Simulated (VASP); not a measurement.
# Li4ScIn2 (R3m) in VASP: single point with PBEsol

Aim: the single point of Li4ScIn2 with PBEsol.

Program: VASP 6.6.1. These are calculated values, not measurements. Logs are shortened: lines on timing, memory, paths and dates and some standing lists are left out, and cuts for length are marked.

## (1) The cell of the first run

The structure is trigonal, space group R3m (No. 160). The conventional cell has a = 4.849 Å, b = 4.849 Å, c = 19.917 Å, α = 90.00°, β = 90.00°, γ = 120.00°. Within 3.7 Å of In (site symmetry 3m) lie 10 Li at 2.78 to 3.49 Å and 1 In at 2.85 Å and 3 Sc at 2.95 Å. In (site symmetry 3m) has 1 Sc at 2.84 Å and 1 In at 2.85 Å and 12 Li at 2.91 to 3.38 Å within 3.7 Å. Sc (site symmetry 3m) has 4 In at 2.84 to 2.95 Å and 10 Li at 2.97 to 3.39 Å within 3.7 Å. Within 3.5 Å of Li (site symmetry 3m) lie 5 Li at 2.64 to 2.93 Å and 3 Sc at 2.97 Å and 6 In at 3.36 to 3.40 Å. Li (site symmetry 3m) has 5 Li at 2.89 to 3.01 Å and 6 In at 2.96 to 3.38 Å and 3 Sc at 3.39 Å within 3.8 Å. Within 3.5 Å of Li (site symmetry 3m) lie 7 Li at 2.64 to 3.32 Å and 6 In at 2.91 to 3.49 Å and 1 Sc at 3.02 Å. Within 3.7 Å of Li (site symmetry 3m) lie 4 In at 2.78 to 2.98 Å and 7 Li at 2.90 to 3.32 Å and 3 Sc at 3.35 Å.

## (2) Single point, PBEsol

INCAR

```
ALGO = Normal ; EDIFF = 1E-6
ENCUT = 520 ; GGA = PS
ISIF = 2 ; ISMEAR = -1
LASPH = True ; LCHARG = False
LREAL = False ; LWAVE = False
NBANDS = 34 ; NELM = 80
PREC = Accurate ; SIGMA = 0.0657
```

KPOINTS

```
k-points
0
Gamma
  6 6 6
```

POSCAR

```
Li4ScIn2
1.0
    4.8493040469      0.0000000000      0.0000000000
   -2.4246520234      4.1996204953     -0.0000001054
   -2.4246520234      1.3998736651      6.6391469649
In Sc Li
2 1 4
Direct
    0.4121286895      0.5878713105      0.2363860686
    0.2687924611      0.7312075389      0.8063773833
    0.1260708411      0.8739291589      0.3782125233
    0.8421044567      0.1578955433      0.5263133702
    0.6969625673      0.3030374327      0.0908877020
    0.9745810585      0.0254189415      0.9237431756
    0.5514599257      0.4485400743      0.6543797770
```

Potentials or basis: VASP PAW PBE potentials, release 64 (In_d, Sc_sv, Li_sv).

Started as:

```
$ cat potpaw_PBE.64/In_d/POTCAR potpaw_PBE.64/Sc_sv/POTCAR potpaw_PBE.64/Li_sv/POTCAR > POTCAR
$ mpirun -np 1 vasp_std > vasp.out
```

OUTCAR:

```text
EDIFF = 1E-6
   ENCUT = 520
   GGA = PS
   ISIF = 2
   ISMEAR = -1
   LASPH = True
   LREAL = False
   NELM = 80
   PREC = Accurate

 ion  position               nearest neighbor table
   1  0.412  0.588  0.236-   7 2.78   2 2.85   3 2.95   3 2.95   3 2.95   5 2.96   5 2.96   5 2.96

   2  0.269  0.731  0.806-   3 2.84   1 2.85   6 2.91   6 2.91   6 2.91   7 2.98   7 2.98   7 2.98

   3  0.126  0.874  0.378-   2 2.84   1 2.95   1 2.95   1 2.95   4 2.97   4 2.97   4 2.97
   4  0.842  0.158  0.526-   3 2.97   3 2.97   3 2.97
   5  0.697  0.303  0.091-   1 2.96   1 2.96   1 2.96
   6  0.975  0.025  0.924-   2 2.91   2 2.91   2 2.91
   7  0.551  0.449  0.654-   1 2.78   2 2.98   2 2.98   2 2.98

  LATTYP: Found a trigonal (rhomboedric) cell.
 ALAT       =     7.2053352548
 COS(alpha) =     0.7735249061

  Lattice vectors:

 A1 = (   0.0000000000,  -2.7997468302,   6.6391470703)
 A2 = (   2.4246520235,   1.3998736651,   6.6391469649)
 A3 = (  -2.4246520234,   1.3998736651,   6.6391469649)

Analysis of symmetry for initial positions (statically):
=====================================================================
 Subroutine PRICEL returns:
 Original cell was already a primitive cell.

 Routine SETGRP: Setting up the symmetry group for a
 trigonal (rhombohedral) supercell.

 Subroutine GETGRP returns: Found  6 space group operations
 (whereof  6 operations were pure point group operations)
 out of a pool of 12 trial point group operations.

The static configuration has the point symmetry C_3v.

Analysis of symmetry for dynamics (positions and initial velocities):
=====================================================================
 Subroutine PRICEL returns:
 Original cell was already a primitive cell.

 Routine SETGRP: Setting up the symmetry group for a
 trigonal (rhombohedral) supercell.

 Subroutine GETGRP returns: Found  6 space group operations
 (whereof  6 operations were pure point group operations)
 out of a pool of 12 trial point group operations.

The dynamic configuration has the point symmetry C_3v.

 Subroutine INISYM returns: Found  6 space group operations
 (whereof  6 operations are pure point group operations),
 and found     1 'primitive' translations

----------------------------------------------------------------------------------------

                                     Primitive cell

  volume of cell :     135.2078

  direct lattice vectors                    reciprocal lattice vectors
     4.849304047  0.000000000  0.000000000     0.206215158  0.119058378  0.050207250
    -2.424652023  4.199620495 -0.000000105     0.000000000  0.238116753 -0.050207259
    -2.424652023  1.399873665  6.639146965     0.000000000  0.000000004  0.150621759

  length of vectors
     4.849304047  4.849304047  7.205335255     0.243352330  0.243352330  0.150621759

  position of ions in fractional coordinates (direct lattice)
     0.412128690  0.587871310  0.236386069
     0.268792461  0.731207539  0.806377383
     0.126070841  0.873929159  0.378212523
     0.842104457  0.157895543  0.526313370
     0.696962567  0.303037433  0.090887702
     0.974581059  0.025418941  0.923743176
     0.551459926  0.448540074  0.654379777

  ion indices of the primitive-cell ions
   primitive index   ion index
                 1           1
                 2           2
                 3           3
                 4           4
                 5           5
                 6           6
                 7           7

----------------------------------------------------------------------------------------

 KPOINTS: k-points

Automatic generation of k-mesh.
 Grid dimensions read from file:
 generate k-points for:    6    6    6

 Generating k-lattice:

  Cartesian coordinates                     Fractional coordinates (reciprocal lattice)
     0.034369193  0.019843063  0.008367875     0.166666667 -0.000000000 -0.000000000
     0.000000000  0.039686125 -0.008367877     0.000000000  0.166666667  0.000000000
     0.000000000  0.000000001  0.025103627     0.000000000 -0.000000000  0.166666667

  Length of vectors
     0.040558722  0.040558722  0.025103627

  Shift w.r.t. Gamma in fractional coordinates (k-lattice)
     0.000000000  0.000000000  0.000000000

 Subroutine IBZKPT returns following result:
 ===========================================

 Found     32 irreducible k-points:

 Following reciprocal coordinates:
            Coordinates               Weight
  0.000000  0.000000  0.000000      1.000000
  0.166667 -0.000000 -0.000000      6.000000
  0.333333 -0.000000 -0.000000      6.000000
  0.500000 -0.000000 -0.000000      3.000000
  0.166667  0.166667 -0.000000      6.000000
  0.333333  0.166667 -0.000000     12.000000
[... 16 lines left out ...]
  0.500000  0.500000  0.166667      6.000000
  0.166667 -0.333333  0.166667     12.000000
 [... further k-points ...]
   k-points           NKPTS =     32   k-points in BZ     NKDIM =     32   number of bands    NBANDS=     34
   number of dos      NEDOS =    301   number of ions     NIONS =      7
   total plane-waves  NPLWV =  69984
   dimension x,y,z NGX =    36 NGY =   36 NGZ =   54
   dimension x,y,z NGXF=    72 NGYF=   72 NGZF=  108
   ions per type =               2   1   4
   NGX,Y,Z   is equivalent  to a cutoff of  12.34, 12.34, 12.46 a.u.
   NGXF,Y,Z  is equivalent  to a cutoff of  24.68, 24.68, 24.92 a.u.
 SYSTEM =  unknown system
   PREC   = accura    normal or accurate (medium, high low for compatibility)
   ISTART =      0    job   : 0-new  1-cont  2-samecut
   ICHARG =      2    charge: 1-file 2-atom 10-const
   ISPIN  =      1    spin polarized calculation?
   LNONCOLLINEAR =      F non collinear calculations
   LSORBIT =      F    spin-orbit coupling
   LASPH  =      T    aspherical Exc in radial PAW
   ENCUT  =  520.0 eV  38.22 Ry    6.18 a.u.   9.02  9.02 13.40*2*pi/ulx,y,z
   NELM   =     80;   NELMIN=  2; NELMDL= -5     # of ELM steps
   EDIFF  = 0.1E-05   stopping-criterion for ELM
   LREAL  =      F    real-space projection
   EDIFFG = 0.1E-04   stopping-criterion for IOM
   NSW    =      0    number of steps for IOM
   IBRION =     -1    ionic relax: 0-MD 1-quasi-New 2-CG
   NFREE  =      0    steps in history (QN), initial steepest desc. (CG)
   ISIF   =      2    stress and relaxation
   ISYM   =      2    0-nonsym 1-usesym 2-fastsym
   POTIM  = 0.5000    time-step for ionic-motion
   TEBEG  =    0.0;   TEEND  =   0.0 temperature during run
   PSTRESS=    0.0 pullay stress
   NELECT =      49.0000    total number of electrons
   NUPDOWN=      -1.0000    fix difference up-down
   EMIN   =  10.00;   EMAX   =-10.00  energy-range for DOS
   EFERMI =   0.00;   METHOD = LEGACY
   ISMEAR =    -1;   SIGMA  =   0.07  broadening in eV -4-tet -1-fermi 0-gaus
   EFERMI_NEDOS =   21; number of points for ismear=-14 and -15
   IALGO  =     38    algorithm
   IMIX   =      4    mixing-type and parameters
     AMIX     =   0.40;   BMIX     =  1.00
     AMIX_MAG =   1.60;   BMIX_MAG =  1.00
  volume/ion in A,a.u.               =      19.32       130.35
  Fermi-wavevector in a.u.,A,eV,Ry     =   1.167185  2.205659 18.535493  1.362320
  Thomas-Fermi vector in A             =   2.303688
   LORBIT       =      0    0 simple, 1 ext, 2 COOP (PROOUT), +10 PAW based schemes
   GGA     = PS    functional components
   LHFCALC =     F    Hartree Fock is set to
   AEXX    =    0.0000 exact exchange contribution
   IVDW    =     0    specifies the selected vdW correction
   LEPSILON=     F    determine dielectric tensor
   LRPA    =     F    only Hartree local field effects (RPA)
 non-spin polarized calculation
  energy-cutoff  :      520.00
  volume of cell :      135.21
 maximum number of plane-waves:      3671
   NGX = 17   NGY = 17   NGZ = 27

 number of electron      49.0000004 magnetization

 Free energy of the ion-electron system (eV)
  ---------------------------------------------------
  ext. energy  EPLUGINS =         0.00000000
  ---------------------------------------------------
  free energy    TOTEN  =       -22.22624366 eV

  energy without entropy =      -22.17873011  energy(sigma->0) =      -22.20248688

 E-fermi :   4.1504     XC(G=0):  -9.1859

 val. band max:        4.1492839246   @ k =   0.1667  -0.0000   0.1667
 cond. band min:       4.1529883782   @ k =   0.5000  -0.0000  -0.0000
 fundamental gap:      0.0037044536
 Fermi energy:         4.1503593815

 k-point     1 :       0.0000    0.0000    0.0000
  band No.  band energies     occupation
      1     -45.5941      2.00000
      2     -41.6530      2.00000
      3     -41.4652      2.00000
      4     -41.3709      2.00000
      5     -41.1755      2.00000
      6     -24.3651      2.00000
[... 26 lines left out ...]
     33       7.2429      0.00000
     34       7.9061      0.00000

 k-point     2 :       0.1667   -0.0000   -0.0000
  band No.  band energies     occupation
      1     -45.5941      2.00000
      2     -41.6530      2.00000
      3     -41.4652      2.00000
      4     -41.3709      2.00000
      5     -41.1756      2.00000
      6     -24.3650      2.00000
[... 26 lines left out ...]
     33       8.1916      0.00000
     34       8.8493      0.00000

 k-point     3 :       0.3333   -0.0000   -0.0000
  band No.  band energies     occupation
      1     -45.5940      2.00000
      2     -41.6529      2.00000
      3     -41.4651      2.00000
      4     -41.3710      2.00000
      5     -41.1757      2.00000
      6     -24.3648      2.00000
[... 26 lines left out ...]
     33       8.9106      0.00000
     34       9.8444      0.00000
[... 704 lines left out ...]
 k-point    23 :       0.5000    0.5000    0.1667
  band No.  band energies     occupation
      1     -45.5939      2.00000
      2     -41.6529      2.00000
      3     -41.4651      2.00000
      4     -41.3710      2.00000
      5     -41.1757      2.00000
      6     -24.3647      2.00000
[... 26 lines left out ...]
     33       8.6176      0.00000
     34       9.2298      0.00000

 k-point    24 :       0.1667   -0.3333    0.1667
  band No.  band energies     occupation
      1     -45.5940      2.00000
      2     -41.6530      2.00000
      3     -41.4651      2.00000
      4     -41.3710      2.00000
      5     -41.1756      2.00000
      6     -24.3649      2.00000
[... 26 lines left out ...]
     33       8.2624      0.00000
     34       8.8491      0.00000

 [... further k-points ...]
[... 5 lines left out ...]
  --------------------------------------------------------------------------------------
  -------------------------------------------------------------------------------------
  Total       -0.9273358     -0.9273358      1.2401977     -0.0000000      0.0000001      0.0000000
  in kB      -10.9886882    -10.9886882     14.6960204     -0.0000000      0.0000006      0.0000000
  external PRESSURE =      -2.4271187 kB  Pullay stress =       0.0000000 kB

 VOLUME and BASIS-vectors are now :
 -----------------------------------------------------------------------------
  energy-cutoff  :      520.00
  volume of cell :      135.21
      direct lattice vectors                 reciprocal lattice vectors
     4.849304047  0.000000000  0.000000000     0.206215158  0.119058378  0.050207250
    -2.424652023  4.199620495 -0.000000105     0.000000000  0.238116753 -0.050207259
    -2.424652023  1.399873665  6.639146965     0.000000000  0.000000004  0.150621759

 POSITION                                       TOTAL-FORCE (eV/Angst)
 -----------------------------------------------------------------------------------
     -0.00000      2.79975      1.56940         0.000000      0.000000      0.002578
     -2.42465      4.19962      5.35366        -0.000000     -0.000000     -0.005569
     -2.42465      4.19962      2.51101         0.000000      0.000000      0.004023
      2.42465      1.39987      3.49427        -0.000000     -0.000000     -0.002132
      2.42465      1.39987      0.60342        -0.000000     -0.000000     -0.001286
      2.42465      1.39987      6.13287         0.000000      0.000000      0.001811
      0.00000      2.79975      4.34452         0.000000      0.000000      0.000575
 -----------------------------------------------------------------------------------
    total drift:                               -0.000011      0.000007     -0.001192

  FREE ENERGIE OF THE ION-ELECTRON SYSTEM (eV)
  ---------------------------------------------------
  free  energy   TOTEN  =       -22.2262436602 eV

  energy  without entropy=      -22.1787301067  energy(sigma->0) =      -22.20248688
```

Wall time 5.5 min (1 thread of Oxide Virtual Turin-like, shared host); peak memory 0.3 GiB.

What came out:

```yaml
Free_energy: -22.2262 eV
Largest_force: 0.006 eV/Å
```

Forces on the atoms (eV/Å):
```
In   0.000  0.000  0.003
In   0.000  0.000 -0.006
Sc   0.000  0.000  0.004
Li   0.000  0.000 -0.002
Li   0.000  0.000 -0.001
Li   0.000  0.000  0.002
Li   0.000  0.000  0.001
```

Caveat: the cutoff is under 1.25 times the usual one of these potentials, so pressure, stress and relaxed cells hold a basis-set (Pulay) error; the PAW data sets were made with another functional, which shifts forces and pressure a little; spin-orbit coupling is left out, which moves the levels of the heavy elements.
